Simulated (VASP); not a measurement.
# SnO2 (P3_221) in VASP: a series of runs

SnO2 is run at these levels: PBE; tasks: single point.

All numbers are computed with VASP 6.6.1; they aren't measurements. Logs are shortened: lines on timing, memory, paths and dates and some standing lists are left out, and cuts for length are marked.

### Step 1. The cell of the first run

It takes space group P3_221 (No. 154, trigonal). The conventional cell has a = 5.048 Å, b = 5.048 Å, c = 5.553 Å, α = 90.00°, β = 90.00°, γ = 120.00°. Within 1.8 Å of Sn (site symmetry 2) lie 2 O at 1.34 Å. O (site symmetry 1) has 1 Sn at 1.34 Å within 1.8 Å.

### Step 2. Single point, PBE

File INCAR:

```
SYSTEM = SnO2
ALGO = Normal
EDIFF = 1E-6
ENCUT = 520
GGA = PE
ISIF = 2
ISMEAR = 0
LASPH = .True.
LCHARG = .False.
LREAL = .False.
LWAVE = .False.
NBANDS = 49
NELM = 100
PREC = Accurate
SIGMA = 0.1
```

File KPOINTS:

```
k-points
0
Gamma
  6 6 4
  0 0 0
```

File POSCAR:

```
SnO2
1.0
    5.0479278148      0.0000000000      0.0000000000
   -2.5239639074      4.3716337241      0.0000000000
    0.0000000000      0.0000000000      5.5530132003
Sn O
3 6
Direct
    0.4687000000      0.0000000000      0.6666666667
    0.0000000000      0.4687000000      0.3333333333
    0.5313000000      0.5313000000      0.0000000000
    0.4169000000      0.2659000000      0.1196000000
    0.7341000000      0.1510000000      0.7862666667
    0.8490000000      0.5831000000      0.4529333333
    0.2659000000      0.4169000000      0.8804000000
    0.1510000000      0.7341000000      0.2137333333
    0.5831000000      0.8490000000      0.5470666667
```

Potentials or basis: VASP PAW PBE potentials, release 64 (Sn_d, O).

Run with:

```console
> cat potpaw_PBE.64/Sn_d/POTCAR potpaw_PBE.64/O/POTCAR > POTCAR
> mpirun -np 1 vasp_std > vasp.out
```

OUTCAR:

```text
SYSTEM = SnO2
   EDIFF = 1E-6
   ENCUT = 520
   GGA = PE
   ISIF = 2
   ISMEAR = 0
   LASPH = .True.
   LREAL = .False.
   NELM = 100
   PREC = Accurate

 ion  position               nearest neighbor table
   1  0.469  0.000  0.667-   5 1.34   9 1.34   7 2.85   6 2.85   3 3.14   3 3.14   2 3.14   2 3.14

   2  0.000  0.469  0.333-   6 1.34   8 1.34   4 2.85   9 2.85   3 3.14   3 3.14   1 3.14   1 3.14

   3  0.531  0.531  0.000-   7 1.34   4 1.34   8 2.85   5 2.85   2 3.14   2 3.14   1 3.14   1 3.14

   4  0.417  0.266  0.120-   3 1.34   7 1.87   2 2.85
   5  0.734  0.151  0.786-   1 1.34   9 1.87   3 2.85
   6  0.849  0.583  0.453-   2 1.34   8 1.87   1 2.85
   7  0.266  0.417  0.880-   3 1.34   4 1.87   1 2.85
   8  0.151  0.734  0.214-   2 1.34   6 1.87   3 2.85
   9  0.583  0.849  0.547-   1 1.34   5 1.87   2 2.85

 -----------------------------------------------------------------------------
|                                                                             |
|           W    W    AA    RRRRR   N    N  II  N    N   GGGG   !!!           |
|           W    W   A  A   R    R  NN   N  II  NN   N  G    G  !!!           |
|           W    W  A    A  R    R  N N  N  II  N N  N  G       !!!           |
|           W WW W  AAAAAA  RRRRR   N  N N  II  N  N N  G  GGG   !            |
|           WW  WW  A    A  R   R   N   NN  II  N   NN  G    G                |
|           W    W  A    A  R    R  N    N  II  N    N   GGGG   !!!           |
|                                                                             |
|     The distance between some ions is very small. Please check the          |
|     nearest-neighbor list in the OUTCAR file.                               |
|     I HOPE YOU KNOW WHAT YOU ARE DOING!                                     |
|                                                                             |
 -----------------------------------------------------------------------------

  LATTYP: Found a hexagonal cell.
 ALAT       =     5.0479278148
 C/A-ratio  =     1.1000579652

  Lattice vectors:

 A1 = (   5.0479278148,   0.0000000000,   0.0000000000)
 A2 = (  -2.5239639074,   4.3716337241,   0.0000000000)
 A3 = (   0.0000000000,   0.0000000000,   5.5530132003)

Analysis of symmetry for initial positions (statically):
=====================================================================
 Subroutine PRICEL returns:
 Original cell was already a primitive cell.

 Routine SETGRP: Setting up the symmetry group for a
 hexagonal supercell.

 Subroutine GETGRP returns: Found  6 space group operations
 (whereof  2 operations were pure point group operations)
 out of a pool of 24 trial point group operations.

The static configuration has the point symmetry C_2 .
[... 142 lines left out ...]
   EFERMI =   0.00;   METHOD = LEGACY
   ISMEAR =     0;   SIGMA  =   0.10  broadening in eV -4-tet -1-fermi 0-gaus
   EFERMI_NEDOS =   21; number of points for ismear=-14 and -15
   IALGO  =     38    algorithm
   IMIX   =      4    mixing-type and parameters
     AMIX     =   0.40;   BMIX     =  1.00
     AMIX_MAG =   1.60;   BMIX_MAG =  1.00
  volume/ion in A,a.u.               =      13.62        91.88
  Fermi-wavevector in a.u.,A,eV,Ry     =   1.408244  2.661195 26.982400  1.983150
  Thomas-Fermi vector in A             =   2.530421
   LORBIT       =      0    0 simple, 1 ext, 2 COOP (PROOUT), +10 PAW based schemes
   GGA     = PE    functional components
   LHFCALC =     F    Hartree Fock is set to
   AEXX    =    0.0000 exact exchange contribution
   IVDW    =     0    specifies the selected vdW correction
   LEPSILON=     F    determine dielectric tensor
   LRPA    =     F    only Hartree local field effects (RPA)
 non-spin polarized calculation
 Gauss-broadening in eV      SIGMA  =   0.10
  energy-cutoff  :      520.00
  volume of cell :      122.54
 maximum number of plane-waves:      3344
 NGX is ok and might be reduce to    40
   NGX = 19   NGY = 19   NGZ = 21

 number of electron      77.9999996 magnetization

 Free energy of the ion-electron system (eV)
  ---------------------------------------------------
  ext. energy  EPLUGINS =         0.00000000
  ---------------------------------------------------
  free energy    TOTEN  =        31.51958622 eV

  energy without entropy =       31.54582280  energy(sigma->0) =       31.53270451

 E-fermi :   5.6815     XC(G=0): -10.1439

 val. band max:        5.6684147553   @ k =   0.0000   0.0000   0.2500
 cond. band min:       5.6929353115   @ k =   0.3333   0.3333   0.0000
 fundamental gap:      0.0245205561
 Fermi energy:         5.6814519068

 k-point     1 :       0.0000    0.0000    0.0000
  band No.  band energies     occupation
      1     -22.1090      2.00000
      2     -22.0536      2.00000
      3     -22.0536      2.00000
      4     -20.0966      2.00000
      5     -19.9437      2.00000
      6     -19.9437      2.00000
[... 1237 lines left out ...]
     48      15.3833      0.00000
     49      16.0603      0.00000

------------------------ aborting loop because EDIFF is reached ----------------------------------------

  FORCE on cell =-STRESS in cart. coord.  units (eV):
  Direction    XX          YY          ZZ          XY          YZ          ZX
  --------------------------------------------------------------------------------------
  -------------------------------------------------------------------------------------
  Total      185.2519795    185.2519795    137.6011569      0.0000000      0.0000000     -0.0000000
  in kB     2422.0763577   2422.0763577   1799.0658439      0.0000000      0.0000000     -0.0000000
  external PRESSURE =    2214.4061865 kB  Pullay stress =       0.0000000 kB

 VOLUME and BASIS-vectors are now :
 -----------------------------------------------------------------------------
  energy-cutoff  :      520.00
  volume of cell :      122.54
      direct lattice vectors                 reciprocal lattice vectors
     5.047927815  0.000000000  0.000000000     0.198101090  0.114373717  0.000000000
    -2.523963907  4.371633724  0.000000000     0.000000000  0.228747435  0.000000000
     0.000000000  0.000000000  5.553013200     0.000000000  0.000000000  0.180082410

 POSITION                                       TOTAL-FORCE (eV/Angst)
 -----------------------------------------------------------------------------------
      2.36596      0.00000      3.70201       -80.529453     -0.000000      0.000000
     -1.18298      2.04898      1.85100        40.264727    -69.740552      0.000000
      1.34098      2.32265      0.00000        40.264727     69.740552      0.000000
      1.43336      1.16242      0.66414         8.399102    -50.286357     33.781106
      3.32457      0.66012      4.36615        39.349712     32.417015     33.781106
      2.81397      2.54910      2.51514       -47.748814     17.869343     33.781106
      0.29000      1.82253      4.88887       -47.748814    -17.869343    -33.781106
     -1.09060      3.20922      1.18686         8.399102     50.286357    -33.781106
      0.80060      3.71152      3.03787        39.349712    -32.417015    -33.781106
 -----------------------------------------------------------------------------------
    total drift:                                0.000001      0.000003     -0.000001

  FREE ENERGIE OF THE ION-ELECTRON SYSTEM (eV)
  ---------------------------------------------------
  free  energy   TOTEN  =        31.5195862153 eV

  energy  without entropy=       31.5458227962  energy(sigma->0) =       31.53270451
```

OSZICAR:

```text
N       E                     dE             d eps       ncg     rms          rms(c)
DAV:   1     0.126590185478E+04    0.12659E+04   -0.38471E+04  2745   0.249E+03
DAV:   2     0.228052550062E+03   -0.10378E+04   -0.97564E+03  2656   0.759E+02
DAV:   3     0.116901782177E+02   -0.21636E+03   -0.20862E+03  2568   0.271E+02
DAV:   4    -0.399583991645E+01   -0.15686E+02   -0.15598E+02  2686   0.837E+01
DAV:   5    -0.447298232911E+01   -0.47714E+00   -0.47694E+00  2559   0.147E+01    0.405E+01
DAV:   6     0.313699410758E+02    0.35843E+02   -0.97593E+01  3594   0.136E+02    0.147E+01
DAV:   7     0.307827920039E+02   -0.58715E+00   -0.19973E+01  2440   0.261E+01    0.756E+00
DAV:   8     0.313660658392E+02    0.58327E+00   -0.17669E+00  3330   0.786E+00    0.258E+00
DAV:   9     0.314948647688E+02    0.12880E+00   -0.67232E-01  3734   0.112E+01    0.121E+00
DAV:  10     0.315214132894E+02    0.26549E-01   -0.13063E-01  3626   0.365E+00    0.397E-01
DAV:  11     0.315193142352E+02   -0.20991E-02   -0.23768E-02  2705   0.907E-01    0.247E-01
DAV:  12     0.315194361309E+02    0.12190E-03   -0.13164E-03  3264   0.248E-01    0.938E-02
DAV:  13     0.315195948106E+02    0.15868E-03   -0.75089E-04  3765   0.225E-01    0.348E-02
DAV:  14     0.315195816580E+02   -0.13153E-04   -0.17574E-04  2704   0.873E-02    0.191E-02
DAV:  15     0.315195835183E+02    0.18603E-05   -0.59824E-06  3031   0.315E-02    0.132E-02
DAV:  16     0.315195855102E+02    0.19918E-05   -0.22954E-06  1867   0.158E-02    0.607E-03
DAV:  17     0.315195862153E+02    0.70507E-06   -0.36871E-06  2110   0.136E-02
   1 F= 0.31519586E+02 E0= 0.31532705E+02  d E =-.262366E-01
```

Run time: 5.4 min. Hardware: 1 thread of AMD EPYC 7R13, shared host; peak memory 0.28 GiB.

Results:

```yaml
Free_energy: 31.5196 eV
Pressure: 221.4 GPa
Largest_force: 80.529 eV/Å
Band_gap_on_the_k_mesh: zero (bands 39 and 40 overlap by 0.32 eV)
```

Forces on the atoms (eV/Å):
```
Sn  -80.529   0.000   0.000
Sn   40.265 -69.741   0.000
Sn   40.265  69.741   0.000
O     8.399 -50.286  33.781
O    39.350  32.417  33.781
O   -47.749  17.869  33.781
O   -47.749 -17.869 -33.781
O     8.399  50.286 -33.781
O    39.350 -32.417 -33.781
```

Levels at points of the mesh, in eV from the Fermi level:
```tsv
k point	band 36	band 37	band 38	band 39	band 40	band 41	band 42	band 43
(0.00, 0.00, 0.00)	-1.98	-1.42	-0.35	-0.35	-0.28	1.07	1.07	4.64
(0.50, 0.00, 0.00)	-2.15	-0.79	-0.51	0.05	0.44	0.58	0.79	4.25
(0.00, 0.00, 0.50)	-2.07	-1.04	-1.04	-0.74	0.43	0.43	1.76	4.83
(0.50, 0.00, 0.50)	-2.23	-0.71	-0.22	-0.21	0.31	0.57	0.83	4.28
```

Caveat: atoms lie so close that the PAW spheres overlap strongly, which falsifies energies and pressures; the cell stands under pressure; semilocal functionals underestimate gaps, so a narrow gap can read as zero; spin-orbit coupling is left out, which moves the levels of the heavy elements; forces of over 1 eV/Å act on the atoms, so gaps and moduli don't describe the material at rest.

### Step 3. Single point, PBE

This run uses another cell than the first one, of 18.34 Å³/atom.

File INCAR:

```
SYSTEM = SnO2
ALGO     = Normal         ! electronic algorithm
EDIFF    = 1E-6           ! SCF threshold, eV
ENCUT    = 520            ! plane-wave cutoff, eV
GGA      = PE             ! functional
ISIF     = 2              ! what is computed and relaxed
ISMEAR   = 0              ! smearing method
LASPH    = .TRUE.         ! aspherical terms in the spheres
LCHARG   = .FALSE.        ! write CHGCAR
LREAL    = .FALSE.        ! projectors in reciprocal space
LWAVE    = .FALSE.        ! write WAVECAR
NBANDS   = 49             ! bands
NELM     = 60             ! most SCF steps
PREC     = Accurate       ! precision mode
SIGMA    = 0.1            ! smearing width, eV
```

File KPOINTS:

```
k-points
0
G
  6 6 4
  0 0 0
```

File POSCAR:

```
SnO2
1.0
    5.4678084061      0.0000000000      0.0000000000
   -2.7339042031      4.7352609828      0.0000000000
    0.0000000000      0.0000000000      6.3746874941
Sn O
3 6
Direct
    0.4423064666      0.0000000000      0.6666666667
    0.0000000000      0.4423064666      0.3333333333
    0.5576935334      0.5576935334      0.0000000000
    0.3177523104      0.3904137624      0.2503367027
    0.6095862376     -0.0726614521      0.9170033693
    1.0726614521      0.6822476896      0.5836700360
    0.3904137624      0.3177523104      0.7496632973
   -0.0726614521      0.6095862376      0.0829966307
    0.6822476896      1.0726614521      0.4163299640
```

Potentials or basis: VASP PAW PBE potentials, release 64 (Sn_d, O).

Run with:

```console
> cat potpaw_PBE.64/Sn_d/POTCAR potpaw_PBE.64/O/POTCAR > POTCAR
> mpirun -np 1 vasp_std > vasp.out
```

It took 6.1 min on 1 thread of Intel Xeon Platinum 8259CL at 2.50GHz (Skylake/Cascade Lake), shared host; peak memory 0.34 GiB.

The run converged. Its results:

```yaml
Free_energy: -53.1315 eV
Pressure: 0.4 GPa
Largest_force: 0.050 eV/Å
Band_gap_on_the_k_mesh: 1.88 eV (least direct gap 1.91 eV)
```

Forces on the atoms (eV/Å):
```
Sn  -0.009  0.000  0.000
Sn   0.004 -0.008  0.000
Sn   0.004  0.008  0.000
O    0.029 -0.026  0.030
O    0.008  0.038  0.030
O   -0.037 -0.012  0.030
O   -0.037  0.012 -0.030
O    0.029  0.026 -0.030
O    0.008 -0.038 -0.030
```

Stress tensor (GPa, compression positive):
```
0.41 0.00 0.00
0.00 0.41 0.00
0.00 0.00 0.51
```

Levels at points of the mesh, in eV from the valence-band top:
```csv
k point,band 37,band 38,band 39,band 40,band 41,band 42
"(0.00, 0.00, 0.00)",-0.07,-0.03,-0.03,1.88,5.64,5.64
"(0.50, 0.00, 0.00)",-0.10,-0.02,0.00,3.65,4.61,5.40
"(0.00, 0.00, 0.50)",-0.34,-0.10,-0.09,3.49,3.49,6.94
"(0.50, 0.00, 0.50)",-0.26,-0.16,-0.01,3.92,4.79,5.57
```

Caveat: spin-orbit coupling is left out, which moves the levels of the heavy elements.

### Step 4. Single point, PBE

This run uses another cell than the first one, of 18.39 Å³/atom.

File INCAR:

```
SYSTEM = SnO2
PREC     = Accurate       ! precision mode
ENCUT    = 520            ! plane-wave cutoff, eV
EDIFF    = 1E-7           ! SCF threshold, eV
ISMEAR   = 0              ! smearing method
SIGMA    = 0.02           ! smearing width, eV
LREAL    = .False.        ! projectors in reciprocal space
LASPH    = .True.         ! aspherical terms in the spheres
NELM     = 100            ! most SCF steps
ALGO     = Normal         ! electronic algorithm
ISIF     = 2              ! what is computed and relaxed
LWAVE    = .False.        ! write WAVECAR
LCHARG   = .True.         ! write CHGCAR
GGA      = PE             ! functional
LELF     = .True.         ! ELF
LVHAR    = .True.       
NBANDS   = 49             ! bands
```

File KPOINTS:

```
regular mesh
0
Gamma
  6 6 4
  0 0 0
```

File POSCAR:

```
SnO2
1.0
    5.4728404601      0.0000000000      0.0000000000
   -2.7364202301      4.7396188693      0.0000000000
    0.0000000000      0.0000000000      6.3818237367
Sn O
3 6
Direct
    0.4424871690      0.0000000000      0.6666666667
    0.0000000000      0.4424871690      0.3333333333
    0.5575128310      0.5575128310      0.0000000000
    0.3175479634      0.3908396890      0.2500916244
    0.6091603110      0.9267082744      0.9167582911
    0.0732917256      0.6824520366      0.5834249578
    0.3908396890      0.3175479634      0.7499083756
    0.9267082744      0.6091603110      0.0832417089
    0.6824520366      0.0732917256      0.4165750422
```

Run with:

```console
> cat potpaw_PBE.64/Sn_d/POTCAR potpaw_PBE.64/O/POTCAR > POTCAR
> mpirun -np 1 vasp_std > vasp.out
```

Wall time 7.2 min (1 thread of Intel Xeon Platinum 8259CL at 2.50GHz (Skylake/Cascade Lake), shared host); peak memory 0.34 GiB.

It converged, with:

| Quantity | Value |
| --- | --- |
| Free energy | -53.1322 eV |
| Pressure | 0.3 GPa |
| Largest force | 0.045 eV/Å |
| Band gap on the k mesh | 1.88 eV (least direct gap 1.91 eV) |

Forces in eV/Å, atoms in the order of the input:
```
Sn  -0.005  0.000  0.000
Sn   0.002 -0.004  0.000
Sn   0.002  0.004  0.000
O    0.025 -0.025  0.028
O    0.009  0.034  0.028
O   -0.034 -0.009  0.028
O   -0.034  0.009 -0.028
O    0.025  0.025 -0.028
O    0.009 -0.034 -0.028
```

Levels at points of the mesh, in eV from the valence-band top:
```csv
k point,band 35,band 36,band 37,band 38,band 39,band 40,band 41,band 42,band 43,band 44
"(0.00, 0.00, 0.00)",-0.09,-0.09,-0.07,-0.03,-0.03,1.88,5.64,5.64,7.74,7.74
"(0.50, 0.00, 0.00)",-0.23,-0.17,-0.10,-0.02,0.00,3.65,4.60,5.39,6.97,7.98
"(0.00, 0.00, 0.50)",-0.44,-0.34,-0.34,-0.09,-0.09,3.49,3.49,6.94,7.60,7.60
"(0.50, 0.00, 0.50)",-0.38,-0.32,-0.26,-0.16,0.00,3.91,4.78,5.57,7.10,7.61
```

Caveat: spin-orbit coupling is left out, which moves the levels of the heavy elements. A k mesh can miss the band edges.

### Step 5. The runs side by side

```csv
cell,smearing,gap on the mesh (eV),pressure (GPa),largest force (eV/Å)
"a = 5.048, b = 5.048, c = 5.553 Å, angles 90.0, 90.0, 120.0°, 9 atoms, atomic positions A",gaussian 0.1 eV,none,221.4,80.53
"a = 5.468, b = 5.468, c = 6.375 Å, angles 90.0, 90.0, 120.0°, 9 atoms, atomic positions B",gaussian 0.1 eV,1.88,0.4,0.05
"a = 5.473, b = 5.473, c = 6.382 Å, angles 90.0, 90.0, 120.0°, 9 atoms, atomic positions B",gaussian 0.02 eV,1.88,0.3,0.04
```

Alike in all rows: task single point; level PBE; potentials or basis VASP PAW PBE potentials, release 64 (Sn_d, O); no spin polarisation; k mesh 6 × 6 × 4; cutoff (eV) 520.

Caveats: spin-orbit coupling is left out, which moves the levels of the heavy elements; atoms lie so close that the PAW spheres overlap strongly, which falsifies energies and pressures (at least some runs); the cell stands under pressure (at least some runs); semilocal functionals underestimate gaps, so a narrow gap can read as zero (at least some runs); forces of over 1 eV/Å act on the atoms, so gaps and moduli don't describe the material at rest (at least some runs).

Absolute energies hang on the potentials; compare differences alone.
